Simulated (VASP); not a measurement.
Input of a VASP 6.6.1 run:

POSCAR

```
BiSe2
1.0
    6.6057579947      0.0000000000      0.0000000000
    0.0000000000      6.3882888950      0.0000000000
    0.0000000000      0.0000000000      4.0561470974
Bi Se
2 4
Direct
    0.5000000000      0.5000000000      0.5000000000
    0.0000000000      0.0000000000      0.0000000000
    0.6876924117      0.0796532600      0.5000000000
    0.3123075883      0.9203467400      0.5000000000
    0.1876924117      0.4203467400      0.0000000000
    0.8123075883      0.5796532600      0.0000000000
```

The input INCAR.step1:

```
SYSTEM = BiSe2
  ALGO = Normal
  EDIFF = 1E-4
  ENCUT = 520
  GGA = PE
  ISMEAR = -1
  LASPH = .TRUE.
  LCHARG = .FALSE.
  LREAL = .FALSE.
  LWAVE = .TRUE.
  NBANDS = 36
  NELM = 100
  PREC = Accurate
  SIGMA = 0.03
```

The input INCAR.step2:

```
SYSTEM = BiSe2
  ALGO = Normal
  BPARAM = 11.95
  CPARAM = 0.0093
  EDIFF = 1E-7
  ENCUT = 520
  ISIF = 2
  ISMEAR = -1
  ISTART = 1
  IVDW_NL = 2
  LASPH = .TRUE.
  LCHARG = .FALSE.
  LMIXTAU = .TRUE.
  LREAL = .FALSE.
  LUSE_VDW = .TRUE.
  LWAVE = .FALSE.
  METAGGA = R2SCAN
  NBANDS = 36
  NELM = 100
  PREC = Accurate
  SIGMA = 0.03
```

Contents of KPOINTS:

```
k-points
0
G
  4 4 6
  0 0 0
```

Potentials or basis: VASP PAW PBE potentials, release 64 (Bi_d, Se).

Launch:

```bash
$ cat potpaw_PBE.64/Bi_d/POTCAR potpaw_PBE.64/Se/POTCAR > POTCAR
$ cp INCAR.step1 INCAR
$ mpirun -np 1 vasp_std > vasp.out
$ cp INCAR.step2 INCAR
$ mpirun -np 1 vasp_std > vasp.out
```

Question: Predict the largest force.

Answer: 0.007 eV/Å.

Question: Estimate the band gap on the k mesh.

Answer: Zero (bands 27 and 28 overlap by 1.90 eV).

Question: Estimate the pressure.

Answer: 0.2 GPa.

Forces on the atoms (eV/Å):
```
Bi   0.000  0.000  0.000
Bi   0.000  0.000  0.000
Se  -0.005 -0.004  0.000
Se   0.005  0.004  0.000
Se  -0.005  0.004  0.000
Se   0.005 -0.004  0.000
```

Caveat: the PAW data sets were made with another functional, which shifts forces and pressure a little; spin-orbit coupling is left out, which moves the levels of the heavy elements.
